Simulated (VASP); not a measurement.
Write the native input for VASP 6.6.1 that does the following.

```yaml
Task: single point
Functional: PBE
Potentials_or_basis: VASP PAW PBE potentials, release 64 (N, B, As)
Cutoff: 520 eV
k_mesh: 10 × 4 × 6
Occupations: fermi-dirac, width 0.02 eV
Spin: no spin polarisation
Dipole_correction: no
Further_INCAR_settings: ALGO = Normal; EDIFF = 1e-06; NBANDS = 26
```

The structure of B4AsN3 lies in POSCAR:

```
B4AsN3
1.0
    2.7722964413      0.0000000000      0.0000000000
    0.0000000000      5.6249400240      0.0000000000
    0.0000000000      0.0000000000      3.9057175352
N B As
3 4 1
Direct
    0.0000000000      0.2241049818      0.0021797132
    0.5000000000      0.0000000000      0.5108461780
    0.0000000000      0.7758950182      0.0021797132
    0.5000000000      0.2096475653      0.7744670301
    0.0000000000      0.0000000000      0.2665037719
    0.5000000000      0.7903524347      0.7744670301
    0.0000000000      0.5000000000      0.1705778395
    0.5000000000      0.5000000000      0.4987787240
```

These files were run (other wordings do the same):

INCAR

```
PREC = Accurate
ENCUT = 520
EDIFF = 1E-6
ISMEAR = -1
SIGMA = 0.02
LREAL = False
LASPH = True
NELM = 80
ALGO = Normal
ISIF = 2
LWAVE = False
LCHARG = True
GGA = PE
LELF = True
LVHAR = True
NBANDS = 26
```

KPOINTS

```
Automatic mesh
0
Gamma
  10 4 6
```

Potentials or basis: VASP PAW PBE potentials, release 64 (N, B, As).

The run is started by

```sh
$ cat potpaw_PBE.64/N/POTCAR potpaw_PBE.64/B/POTCAR potpaw_PBE.64/As/POTCAR > POTCAR
$ mpirun -np 1 vasp_std > vasp.out
```

It gave:

| Item | Value |
| --- | --- |
| Pressure | 4.0 GPa |
| Largest force | 0.639 eV/Å |
| Band gap on the k mesh | zero (bands 16 and 17 overlap by 0.11 eV) |

Caveat: the cell stands under pressure; semilocal functionals underestimate gaps, so a narrow gap can read as zero.

Wall time 2.4 min on 1 thread of Intel Xeon 8259CL, with other jobs on the host, peak memory 0.25 GiB.
